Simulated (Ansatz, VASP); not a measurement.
**Al2O3 in VASP and in Ansatz**

```
Al O
1.0
     3.01748    0.00000    0.00000
    -1.50874    2.61322    0.00000
     0.00000    0.00000    7.57464
Al O
2 3
Direct
  0.00000 0.00000 0.72205
  0.00000 0.00000 0.27795
  0.00000 0.00000 0.50000
  0.66667 0.33333 0.80055
  0.33333 0.66667 0.19945
```

Alike in both runs: task relaxation of cell and atoms; functional PBE; dispersion D4; k mesh 7 × 7 × 3; occupations fermi-dirac, width 0.05 eV; no spin polarisation.

|  | VASP | Ansatz |
| --- | --- | --- |
| version | VASP 6.6.1 | Ansatz 0.2.0 |
| potentials or method | VASP PAW PBE potentials, release 64 (Al, O) | Ansatz PAW |
| plane-wave cutoff (eV) | 600 | 420 |
| valence electrons in the cell | 24 | 24 |

Ansatz gave:

| Property | Result |
| --- | --- |
| gap on the k mesh at the Fermi level, each at its own relaxed structure (eV) | 2.44 |
| relaxed volume (Å³/atom) | 11.51 |
| relaxed cell length with the largest relative difference (Å) | 7.411 |

Task: Estimate VASP's values.

Result: gap on the k mesh at the Fermi level, each at its own relaxed structure (eV): 2.42; relaxed volume (Å³/atom): 11.43; relaxed cell length with the largest relative difference (Å): 7.366.

Noted on Ansatz's run: odd divisions of the mesh miss points on the zone boundary, where band edges often lie, so the gap on the mesh can be too wide; the plane-wave basis is chosen anew once the cell has moved, so the energies of steps on either side of that aren't comparable.
